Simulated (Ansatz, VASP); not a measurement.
## One calculation of Cu, two programs

```
CELL_PARAMETERS angstrom
-1.47553 1.47553 1.37956
1.47553 -1.47553 1.37956
1.47553 1.47553 -1.37956
ATOMIC_POSITIONS crystal
Cu 0.00000 0.00000 0.00000
```

Alike in both runs: task relaxation of cell and atoms; functional PBE; dispersion D3(BJ); k mesh 20 × 20 × 20; occupations gaussian, width 0.1 eV; no spin polarisation.

|  | VASP | Ansatz |
| --- | --- | --- |
| version | VASP 6.6.1 | Ansatz 0.2.0 |
| potentials or method | VASP PAW PBE potentials, release 64 (Cu), cutoff 600 eV | scalar-relativistic, plane waves, PAW |
| valence electrons in the cell | 11 | 19 |

|  | VASP | Ansatz | Ansatz less VASP |
| --- | --- | --- | --- |
| gap on the k mesh at the Fermi level, each at its own relaxed structure (eV) | none | none | - |
| relaxed volume (Å³/atom) | 11.40 | 11.36 | -0.041 |
| relaxed length of the cell vector where the two differ most in proportion (Å) | 2.457 | 2.454 | -0.0028 |

A gap of «none» marks a metal or a gap that the smearing closes. VASP's potentials hold 11 valence electrons a cell and Ansatz's 19, so a difference there can come from the potentials and not from the codes.
